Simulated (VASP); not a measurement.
Write the native input for VASP 6.6.1 that does the following.

* Task: single point
* Functional: LDA
* Potentials or basis: VASP PAW LDA potentials, release 64 (Ru_sv)
* Cutoff: 560 eV
* k mesh: 11 × 11 × 6
* Occupations: fermi-dirac, width 0.05 eV
* Spin: no spin polarisation
* Dipole correction: no
* Further INCAR settings: ALGO = Normal; EDIFF = 1e-06; NBANDS = 23

The structure of Ru lies in POSCAR:

```
Ru
1.0
    2.6732581370      0.0000000000      0.0000000000
   -1.3366290685      2.3151094575      0.0000000000
    0.0000000000      0.0000000000      4.2297277235
Ru
2
Direct
    0.6666666667      0.3333333333      0.7500000000
    0.3333333333      0.6666666667      0.2500000000
```

These files were run (other wordings do the same):

INCAR

```
PREC = Accurate
ENCUT = 560
EDIFF = 1E-6
ISMEAR = -1
SIGMA = 0.05
LREAL = F
LASPH = T
NELM = 120
ALGO = Normal
ISIF = 2
LWAVE = F
LCHARG = F
NBANDS = 23
GGA_COMPAT = F
```

KPOINTS

```
Automatic mesh
0
Gamma
  11 11 6
```

Potentials or basis: VASP PAW LDA potentials, release 64 (Ru_sv).

Launch:

```sh
$ cat potpaw_LDA.64/Ru_sv/POTCAR > POTCAR
$ mpirun -np 1 vasp_std > vasp.out
```

Results of the run:

| Property | Result |
| --- | --- |
| Pressure | 0.5 GPa |
| Band gap on the k mesh | zero (bands 16 and 17 overlap by 3.26 eV) |

It took 18 s on 1 thread of Intel(R) Xeon(R) Platinum 8488C (Sapphire Rapids) (shared host), peak memory 0.15 GiB.
